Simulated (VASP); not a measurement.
Input of a VASP 6.6.1 run:

The input INCAR:

```
SYSTEM = I
ALGO = Normal
EDIFF = 1E-6
ENCUT = 520
ISIF = 2
ISMEAR = -1
LASPH = .True.
LCHARG = .False.
LREAL = .False.
LWAVE = .False.
NBANDS = 14
NELM = 100
PREC = Accurate
SIGMA = 0.08
```

The input KPOINTS:

```
k-points
0
Gamma
  11 11 11
  0 0 0
```

File POSCAR:

```
I
1.0
    0.0000000000      3.5039541042      3.5039541042
    3.5039541042      0.0000000000      3.5039541042
    3.5039541042      3.5039541042      0.0000000000
I
2
Direct
   -0.1250000000     -0.1250000000     -0.1250000000
    0.1250000000      0.1250000000      0.1250000000
```

Potentials or basis: VASP PAW LDA potentials, release 64 (I).

The run is started by

```bash
$ cat potpaw_LDA.64/I/POTCAR > POTCAR
$ mpirun -np 1 vasp_std > vasp.out
```

(1) Predict the band gap on the k mesh.

(2) Predict the pressure.

Results:

(1) zero (bands 7 and 8 overlap by 2.26 eV).

(2) 6.0 GPa.

Caveat: the cell stands under pressure; spin-orbit coupling is left out, which moves the levels of the heavy elements.
